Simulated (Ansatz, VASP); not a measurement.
**SnO2 in VASP and in Ansatz**

```
CELL_PARAMETERS angstrom
5.02081 0.00000 0.00000
0.00000 5.02081 0.00000
0.00000 0.00000 3.36751
ATOMIC_POSITIONS crystal
Sn 0.00000 0.00000 0.00000
Sn 0.50000 0.50000 0.50000
O 0.30661 0.30661 0.00000
O 0.19339 0.80661 0.50000
O 0.69339 0.69339 0.00000
O 0.80661 0.19339 0.50000
```

Change from the starting cell: strain +0.040 along x and y, +0.040 along z, atoms carried along.

Alike in both runs: task single point; functional PBE; k mesh 6 × 6 × 8; occupations gaussian, width 0.05 eV; no spin polarisation.

```csv
,VASP,Ansatz
version,VASP 6.6.1,Ansatz 0.2.0
potentials or method,"VASP PAW PBE potentials, release 64 (Sn_d, O), cutoff 520 eV","scalar-relativistic, plane waves, PAW"
valence electrons in the cell,52,52
```

```csv
,VASP,Ansatz,Ansatz less VASP
gap on the k mesh at the Fermi level (eV),0.09,0.09,-0.001
least direct gap on the mesh (eV),0.46,0.45,-0.013
pressure (GPa),-15.4,-15.8,-0.35
"traceless stress, the component that is largest in VASP (GPa)",-3.13,-3.28,-0.143
rms of the force components (eV/Å),0.153,0.159,+0.0063
```

Atom by atom the forces differ by 0.006 eV/Å (rms over components).
